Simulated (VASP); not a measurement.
Set up this calculation in VASP 6.6.1, as the native input.

```yaml
Task: electric field gradients
Functional: PBE
Potentials_or_basis: VASP PAW PBE potentials, release 64 (Zr_sv, B)
Cutoff: 520 eV
k_mesh: 12 × 12 × 9
Occupations: fermi-dirac, width 0.05 eV
Spin: no spin polarisation
Dipole_correction: no
Further_INCAR_settings: ALGO = Normal; EDIFF = 1e-08; NBANDS = 16
```

The structure of ZrB2 lies in POSCAR:

```
ZrB2
1.0
    3.1859607001      0.0000000000      0.0000000000
   -1.5929803501      2.7591229018      0.0000000000
    0.0000000000      0.0000000000      3.5433119376
Zr B
1 2
Direct
    0.0000000000      0.0000000000      0.0000000000
    0.3333333333      0.6666666667      0.5000000000
    0.6666666667      0.3333333333      0.5000000000
```

This cell differs from its parent crystal: volume scaled by 1.02.

These files were run (other wordings do the same):

INCAR

```
PREC = Accurate ; ENCUT = 520
EDIFF = 1E-8 ; ISMEAR = -1
SIGMA = 0.05 ; LREAL = False
LASPH = True ; NELM = 100
ALGO = Normal ; ISIF = 2
LWAVE = False ; LCHARG = False
GGA = PE ; LEFG = True
NBANDS = 16
```

KPOINTS

```
Automatic mesh
0
Gamma
  12 12 9
```

Potentials or basis: VASP PAW PBE potentials, release 64 (Zr_sv, B).

The run is started by

```bash
$ cat potpaw_PBE.64/Zr_sv/POTCAR potpaw_PBE.64/B/POTCAR > POTCAR
$ mpirun -np 1 vasp_std > vasp.out
```

Results of the run:

| Quantity | Value |
| --- | --- |
| Pressure | -2.2 GPa |
| Band gap on the k mesh | zero (band 9 reaches 11.12 eV, above the bottom of band 10 at 9.86 eV) |

Caveat: without QUAD_EFG the Cq values of the log hold for a quadrupole moment of 1 mb, not for the nuclei.

It took 15 s on 1 thread of Intel(R) Xeon(R) 6975P-C (Granite Rapids) (shared host), peak memory 0.17 GiB.
